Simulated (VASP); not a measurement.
# GaN (F-43m) in VASP: further runs

Runs on GaN. Level: PBEsol. Tasks: single point, relaxation of cell and atoms.

Everything below comes from runs of VASP 6.6.1. Logs are shortened: lines on timing, memory, paths and dates and some standing lists are left out, and cuts for length are marked.

### 1 The cell of the first run

The structure is cubic, space group F-43m (No. 216). The conventional cell has a = 4.482 Å, b = 4.482 Å, c = 4.482 Å, α = 90.00°, β = 90.00°, γ = 90.00°. Ga (site symmetry -43m) has 4 N at 1.94 Å within 2.6 Å. Within 2.6 Å of N (site symmetry -43m) lie 4 Ga at 1.94 Å.

### 2 Single point, PBEsol

Input file INCAR:

```
ALGO = Normal ; EDIFF = 1E-6
ENCUT = 600 ; GGA = PS
GGA_COMPAT = F ; ISIF = 2
ISMEAR = 0 ; LASPH = T
LCHARG = F ; LREAL = F
LWAVE = F ; NBANDS = 16
NELM = 120 ; PREC = Accurate
SIGMA = 0.01
```

Input file KPOINTS:

```
k-points
0
Gamma
  8 8 8
```

Input file POSCAR:

```
GaN
1.0
    0.0000000000      2.2411841855      2.2411841855
    2.2411841855      0.0000000000      2.2411841855
    2.2411841855      2.2411841855      0.0000000000
Ga N
1 1
Direct
    0.0000000000      0.0000000000      0.0000000000
    0.2500000000      0.2500000000      0.2500000000
```

Potentials or basis: VASP PAW PBE potentials, release 64 (Ga_d, N).

Run with:

```sh
$ cat potpaw_PBE.64/Ga_d/POTCAR potpaw_PBE.64/N/POTCAR > POTCAR
$ mpirun -np 1 vasp_std > vasp.out
```

OUTCAR:

```text
EDIFF = 1E-6
   ENCUT = 600
   GGA = PS
   ISIF = 2
   ISMEAR = 0
   LASPH = T
   LREAL = F
   NELM = 120
   PREC = Accurate

 ion  position               nearest neighbor table
   1  0.000  0.000  0.000-   2 1.94   2 1.94   2 1.94   2 1.94
   2  0.250  0.250  0.250-   1 1.94   1 1.94   1 1.94   1 1.94

  LATTYP: Found a face centered cubic cell.
 ALAT       =     4.4823683710

  Lattice vectors:

 A1 = (   0.0000000000,   2.2411841855,   2.2411841855)
 A2 = (   2.2411841855,   0.0000000000,   2.2411841855)
 A3 = (   2.2411841855,   2.2411841855,   0.0000000000)

Analysis of symmetry for initial positions (statically):
=====================================================================
 Subroutine PRICEL returns:
 Original cell was already a primitive cell.

 Routine SETGRP: Setting up the symmetry group for a
 face centered cubic supercell.

 Subroutine GETGRP returns: Found 24 space group operations
 (whereof 24 operations were pure point group operations)
 out of a pool of 48 trial point group operations.

The static configuration has the point symmetry T_d .

Analysis of symmetry for dynamics (positions and initial velocities):
=====================================================================
 Subroutine PRICEL returns:
 Original cell was already a primitive cell.

 Routine SETGRP: Setting up the symmetry group for a
 face centered cubic supercell.

 Subroutine GETGRP returns: Found 24 space group operations
 (whereof 24 operations were pure point group operations)
 out of a pool of 48 trial point group operations.

The dynamic configuration has the point symmetry T_d .

 Subroutine INISYM returns: Found 24 space group operations
 (whereof 24 operations are pure point group operations),
 and found     1 'primitive' translations

----------------------------------------------------------------------------------------

                                     Primitive cell

  volume of cell :      22.5145

  direct lattice vectors                    reciprocal lattice vectors
     0.000000000  2.241184185  2.241184185    -0.223096345  0.223096345  0.223096345
     2.241184185  0.000000000  2.241184185     0.223096345 -0.223096345  0.223096345
     2.241184185  2.241184185  0.000000000     0.223096345  0.223096345 -0.223096345

  length of vectors
     3.169513071  3.169513071  3.169513071     0.386414204  0.386414204  0.386414204

  position of ions in fractional coordinates (direct lattice)
     0.000000000  0.000000000  0.000000000
     0.250000000  0.250000000  0.250000000

  ion indices of the primitive-cell ions
   primitive index   ion index
                 1           1
                 2           2

----------------------------------------------------------------------------------------

 KPOINTS: k-points

Automatic generation of k-mesh.
 Grid dimensions read from file:
 generate k-points for:    8    8    8

 Generating k-lattice:

  Cartesian coordinates                     Fractional coordinates (reciprocal lattice)
    -0.027887043  0.027887043  0.027887043     0.125000000  0.000000000  0.000000000
     0.027887043 -0.027887043  0.027887043     0.000000000  0.125000000  0.000000000
     0.027887043  0.027887043 -0.027887043     0.000000000  0.000000000  0.125000000

  Length of vectors
     0.048301776  0.048301776  0.048301776

  Shift w.r.t. Gamma in fractional coordinates (k-lattice)
     0.000000000  0.000000000  0.000000000

 Subroutine IBZKPT returns following result:
 ===========================================

 Found     29 irreducible k-points:

 Following reciprocal coordinates:
            Coordinates               Weight
  0.000000  0.000000  0.000000      1.000000
  0.125000  0.000000  0.000000      8.000000
  0.250000  0.000000  0.000000      8.000000
  0.375000  0.000000  0.000000      8.000000
  0.500000  0.000000  0.000000      4.000000
  0.125000  0.125000  0.000000      6.000000
[... 16 lines left out ...]
  0.500000  0.250000  0.125000     48.000000
 -0.375000  0.250000  0.125000     24.000000
 [... further k-points ...]
   k-points           NKPTS =     29   k-points in BZ     NKDIM =     29   number of bands    NBANDS=     16
   number of dos      NEDOS =    301   number of ions     NIONS =      2
   total plane-waves  NPLWV =  21952
   dimension x,y,z NGX =    28 NGY =   28 NGZ =   28
   dimension x,y,z NGXF=    56 NGYF=   56 NGZF=   56
   ions per type =               1   1
   NGX,Y,Z   is equivalent  to a cutoff of  14.69, 14.69, 14.69 a.u.
   NGXF,Y,Z  is equivalent  to a cutoff of  29.37, 29.37, 29.37 a.u.
 SYSTEM =  unknown system
   PREC   = accura    normal or accurate (medium, high low for compatibility)
   ISTART =      0    job   : 0-new  1-cont  2-samecut
   ICHARG =      2    charge: 1-file 2-atom 10-const
   ISPIN  =      1    spin polarized calculation?
   LNONCOLLINEAR =      F non collinear calculations
   LSORBIT =      F    spin-orbit coupling
   LASPH  =      T    aspherical Exc in radial PAW
[... 26 lines left out ...]
   LORBIT       =      0    0 simple, 1 ext, 2 COOP (PROOUT), +10 PAW based schemes
   GGA     = PS    functional components
   LHFCALC =     F    Hartree Fock is set to
   AEXX    =    0.0000 exact exchange contribution
   IVDW    =     0    specifies the selected vdW correction
   LEPSILON=     F    determine dielectric tensor
   LRPA    =     F    only Hartree local field effects (RPA)
 non-spin polarized calculation
 Gauss-broadening in eV      SIGMA  =   0.01
  energy-cutoff  :      600.00
  volume of cell :       22.51
 maximum number of plane-waves:       763
 NGX is ok and might be reduce to    28
   NGX = 13   NGY = 13   NGZ = 13

 number of electron      18.0000003 magnetization

 Free energy of the ion-electron system (eV)
  ---------------------------------------------------
  ext. energy  EPLUGINS =         0.00000000
  ---------------------------------------------------
  free energy    TOTEN  =       -13.12254025 eV

  energy without entropy =      -13.12254025  energy(sigma->0) =      -13.12254025

 E-fermi :   5.3808     XC(G=0): -11.9905

 val. band max:        5.3307848603   @ k =   0.0000   0.0000   0.0000
 cond. band min:       7.1186986560   @ k =   0.0000   0.0000   0.0000
 fundamental gap:      1.7879137957
 Fermi energy:         5.3808073994

 k-point     1 :       0.0000    0.0000    0.0000
  band No.  band energies     occupation
      1     -10.7452      2.00000
      2      -8.0893      2.00000
      3      -8.0893      2.00000
      4      -8.0893      2.00000
      5      -7.7470      2.00000
      6      -7.7470      2.00000
[... 8 lines left out ...]
     15      24.1467      0.00000
     16      24.1467      0.00000

 k-point     2 :       0.1250    0.0000    0.0000
  band No.  band energies     occupation
      1     -10.5667      2.00000
      2      -8.0674      2.00000
      3      -8.0674      2.00000
      4      -8.0291      2.00000
      5      -7.7488      2.00000
      6      -7.7488      2.00000
[... 8 lines left out ...]
     15      22.5642      0.00000
     16      22.5642      0.00000

 k-point     3 :       0.2500    0.0000    0.0000
  band No.  band energies     occupation
      1     -10.1607      2.00000
      2      -8.0244      2.00000
      3      -8.0244      2.00000
      4      -7.7422      2.00000
      5      -7.7422      2.00000
      6      -7.7377      2.00000
[... 8 lines left out ...]
     15      22.1854      0.00000
     16      22.1854      0.00000

 k-point     4 :       0.3750    0.0000    0.0000
  band No.  band energies     occupation
      1      -9.8427      2.00000
      2      -8.0003      2.00000
      3      -8.0003      2.00000
      4      -7.7149      2.00000
      5      -7.7149      2.00000
      6      -7.0423      2.00000
[... 8 lines left out ...]
     15      23.6375      0.00000
     16      23.6375      0.00000
[... 324 lines left out ...]
 k-point    22 :       0.3750    0.2500    0.1250
  band No.  band energies     occupation
      1      -9.9039      2.00000
      2      -7.9797      2.00000
      3      -7.9586      2.00000
      4      -7.8387      2.00000
      5      -7.7183      2.00000
      6      -7.3742      2.00000
[... 8 lines left out ...]
     15      24.4779      0.00000
     16      26.7381      0.00000

 k-point    23 :       0.5000    0.2500    0.1250
  band No.  band energies     occupation
      1      -9.7003      2.00000
      2      -7.9734      2.00000
      3      -7.9256      2.00000
      4      -7.7994      2.00000
      5      -7.7108      2.00000
      6      -6.6607      2.00000
[... 8 lines left out ...]
     15      24.5775      0.00000
     16      26.5356      0.00000

 k-point    24 :      -0.3750    0.2500    0.1250
  band No.  band energies     occupation
      1      -9.6393      2.00000
      2      -7.9795      2.00000
      3      -7.9128      2.00000
      4      -7.7700      2.00000
      5      -7.7125      2.00000
      6      -6.1759      2.00000
[... 8 lines left out ...]
     15      24.1447      0.00000
     16      26.4615      0.00000

 [... further k-points ...]

------------------------ aborting loop because EDIFF is reached ----------------------------------------

  FORCE on cell =-STRESS in cart. coord.  units (eV):
  Direction    XX          YY          ZZ          XY          YZ          ZX
  --------------------------------------------------------------------------------------
  -------------------------------------------------------------------------------------
  Total        0.2268193      0.2268193      0.2268193      0.0000000     -0.0000000     -0.0000000
  in kB       16.1409076     16.1409076     16.1409076      0.0000000     -0.0000000     -0.0000000
  external PRESSURE =      16.1409076 kB  Pullay stress =       0.0000000 kB

 VOLUME and BASIS-vectors are now :
 -----------------------------------------------------------------------------
  energy-cutoff  :      600.00
  volume of cell :       22.51
      direct lattice vectors                 reciprocal lattice vectors
     0.000000000  2.241184185  2.241184185    -0.223096345  0.223096345  0.223096345
     2.241184185  0.000000000  2.241184185     0.223096345 -0.223096345  0.223096345
     2.241184185  2.241184185  0.000000000     0.223096345  0.223096345 -0.223096345

 POSITION                                       TOTAL-FORCE (eV/Angst)
 -----------------------------------------------------------------------------------
      0.00000      0.00000      0.00000         0.000000      0.000000      0.000000
      1.12059      1.12059      1.12059        -0.000000     -0.000000     -0.000000
 -----------------------------------------------------------------------------------
    total drift:                                0.000000      0.000000      0.000000

  FREE ENERGIE OF THE ION-ELECTRON SYSTEM (eV)
  ---------------------------------------------------
  free  energy   TOTEN  =       -13.1225402525 eV

  energy  without entropy=      -13.1225402525  energy(sigma->0) =      -13.12254025
```

It took 12 s on 1 thread of Intel Xeon Platinum 8488C (Sapphire Rapids), shared host; peak memory 0.16 GiB.

Results:

- Free energy: -13.1225 eV
- Pressure: 1.6 GPa
- Band gap on the k mesh: 1.79 eV

Caveat: the PAW data sets were made with another functional, which shifts forces and pressure a little.

(Continued in part 2 of 2.)
